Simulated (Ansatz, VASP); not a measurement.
**One calculation of Mo, two programs**

File INCAR:

```
SYSTEM = Mo
PREC = Accurate
ENCUT = 500
EDIFF = 1E-6
ISMEAR = 0
SIGMA = 0.1
LREAL = .False.
LASPH = .True.
NELM = 120
ALGO = Normal
ISIF = 2
LWAVE = .False.
LCHARG = .True.
GGA = PE
IVDW = 13
LELF = .True.
LVHAR = .True.
NBANDS = 13
GGA_COMPAT = .False.
```

The input KPOINTS:

```
regular mesh
0
Gamma
  8 8 8
  0 0 0
```

The input POSCAR:

```
Mo
1.0
   -1.5650000000      1.5650000000      1.5650000000
    1.5650000000     -1.5650000000      1.5650000000
    1.5650000000      1.5650000000     -1.5650000000
Mo
1
Direct
    0.0000000000      0.0000000000      0.0000000000
```

Input for Ansatz:

```yaml
crystal:
  lattice:
    - [-1.565, 1.565, 1.565]
    - [1.565, -1.565, 1.565]
    - [1.565, 1.565, -1.565]
  atoms:
    - { symbol: Mo, position: [0.0, 0.0, 0.0] }
basis:
  ecutwfc: 420
kpoints:
  mp_grid: { grid: [8, 8, 8] }
hamiltonian:
  xc: pbe
  dispersion: d4
  pseudopotentials: { kind: paw, azcp: { folder: soft_1 } }
scf:
  occupations: { method: gaussian, width: 0.1 }
output:
  forces: true
  stress: true
  eigenvalues: true
```

Alike in both runs: task single point; functional PBE; dispersion D4; k mesh 8 × 8 × 8; occupations gaussian, width 0.1 eV; no spin polarisation.

```csv
,VASP,Ansatz
version,VASP 6.6.1,Ansatz 0.2.0
potentials or method,"VASP PAW PBE potentials, release 64 (Mo_sv), cutoff 500 eV","scalar-relativistic, plane waves, PAW"
valence electrons in the cell,14,14
```

VASP gave:

| Property | Result |
| --- | --- |
| gap on the k mesh at the Fermi level (eV) | none |
| pressure (GPa) | 3.1 |

Q: Estimate Ansatz's values.

A: gap on the k mesh at the Fermi level (eV): none; pressure (GPa): 2.5.

A gap of «none» marks a metal or a gap that the smearing closes.
